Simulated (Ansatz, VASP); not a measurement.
# One calculation of CuO, two programs

INCAR

```
SYSTEM = CuO
PREC = Accurate
ENCUT = 520
EDIFF = 1E-6
ISMEAR = 0
SIGMA = 0.1
LREAL = .FALSE.
LASPH = .TRUE.
NELM = 60
ALGO = Normal
ISIF = 2
LWAVE = .FALSE.
LCHARG = .FALSE.
GGA = PS
NBANDS = 25
```

KPOINTS

```
regular mesh
0
G
  4 4 2
  0 0 0
```

POSCAR

```
CuO
1.0
    2.9027900792      0.0128346910     -0.0340833917
    0.0522224784      2.8448878033      0.0026072298
   -0.0435563076      0.0226345624      5.2731527454
Cu O
2 2
Direct
    0.5106995731      0.0053434258      0.4983983317
    0.0537874343      0.4780918003     -0.0097061318
   -0.0431909901      0.9791177467      0.2496237619
    1.0253855975      0.0012663399      0.7685903712
```

Input for Ansatz:

```yaml
crystal:
  lattice:
    - [2.9027900792, 0.012834691, -0.0340833917]
    - [0.0522224784, 2.8448878033, 0.0026072298]
    - [-0.0435563076, 0.0226345624, 5.2731527454]
  atoms:
    - { symbol: Cu, position: [0.5106995731, 0.0053434258, 0.4983983317] }
    - { symbol: Cu, position: [0.0537874343, 0.4780918003, -0.0097061318] }
    - { symbol: O, position: [-0.0431909901, 0.9791177467, 0.2496237619] }
    - { symbol: O, position: [1.0253855975, 0.0012663399, 0.7685903712] }
basis:
  ecutwfc: 420
kpoints:
  mp_grid: { grid: [4, 4, 2] }
hamiltonian:
  xc: pbesol
scf:
  occupations: { method: gaussian, width: 0.1 }
output:
  forces: true
  stress: true
  eigenvalues: true
```

Change from the starting cell: kmesh displaced: [4, 4, 2] Gamma-centred.

Alike in both runs: task single point; functional PBEsol; k mesh 4 × 4 × 2; occupations gaussian, width 0.1 eV; no spin polarisation.

|  | VASP | Ansatz |
| --- | --- | --- |
| version | VASP 6.6.1 | Ansatz 0.2.0 |
| potentials or method | VASP PAW PBE potentials, release 64 (Cu, O), cutoff 520 eV | scalar-relativistic, plane waves, PAW |
| valence electrons in the cell | 34 | 50 |

|  | VASP | Ansatz | Ansatz less VASP |
| --- | --- | --- | --- |
| gap on the k mesh at the Fermi level (eV) | none | none | - |
| pressure (GPa) | -2.7 | -3.4 | -0.74 |
| traceless stress, the component that is largest in VASP (GPa) | 6.94 | 6.87 | -0.073 |
| rms of the force components (eV/Å) | 1.005 | 0.976 | -0.0288 |

VASP's potentials were made for PBE, not for PBEsol. Atom by atom the forces differ by 0.034 eV/Å (rms over components). A gap of «none» marks a metal or a gap that the smearing closes. VASP's potentials hold 34 valence electrons a cell and Ansatz's 50, so a difference there can come from the potentials and not from the codes.

The k mesh is coarse, so the values compare programs but aren't converged.
